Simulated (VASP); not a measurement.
Write the native input for VASP 6.6.1 that does the following.

```
Task                   : single point
Functional             : LDA
Potentials or basis    : VASP PAW LDA potentials, release 64 (Li_sv, F)
Cutoff                 : 520 eV
k mesh                 : 10 × 10 × 10
Occupations            : gaussian, width 0.01 eV
Spin                   : no spin polarisation
Dipole correction      : no
Further INCAR settings : ALGO = Normal; EDIFF = 1e-06; NBANDS = 12
```

The structure of LiF lies in POSCAR:

```
LiF
1.0
    1.9935541814      1.9935541814      0.0000000000
   -1.9935541814      1.9935541814      0.0000000000
    0.0000000000      1.9935541814      1.9310113051
Li F
1 1
Direct
    0.0000000000      0.0000000000      0.0000000000
    0.5000000000      0.5000000000      0.0000000000
```

This cell differs from its parent crystal: in-plane strain +0.02, then relaxed in part.

One way to write it, as run:

INCAR

```
SYSTEM = LiF
PREC = Accurate ; ENCUT = 520
EDIFF = 1E-6 ; ISMEAR = 0
SIGMA = 0.01 ; LREAL = .FALSE.
LASPH = .TRUE. ; NELM = 80
ALGO = Normal ; ISIF = 2
LWAVE = .FALSE. ; LCHARG = .FALSE.
NBANDS = 12
```

KPOINTS

```
regular mesh
0
G
  10 10 10
  0 0 0
```

Potentials or basis: VASP PAW LDA potentials, release 64 (Li_sv, F).

The run is started by

```console
$ cat potpaw_LDA.64/Li_sv/POTCAR potpaw_LDA.64/F/POTCAR > POTCAR
$ mpirun -np 1 vasp_std > vasp.out
```

It gave:

```
Band gap on the k mesh : 9.38 eV, direct
```

Caveat: the cell differs from its parent crystal (in-plane strain +0.02, then relaxed in part).

Wall time 40 s on 1 thread of AMD EPYC 7R13 (shared host), peak memory 0.1 GiB.
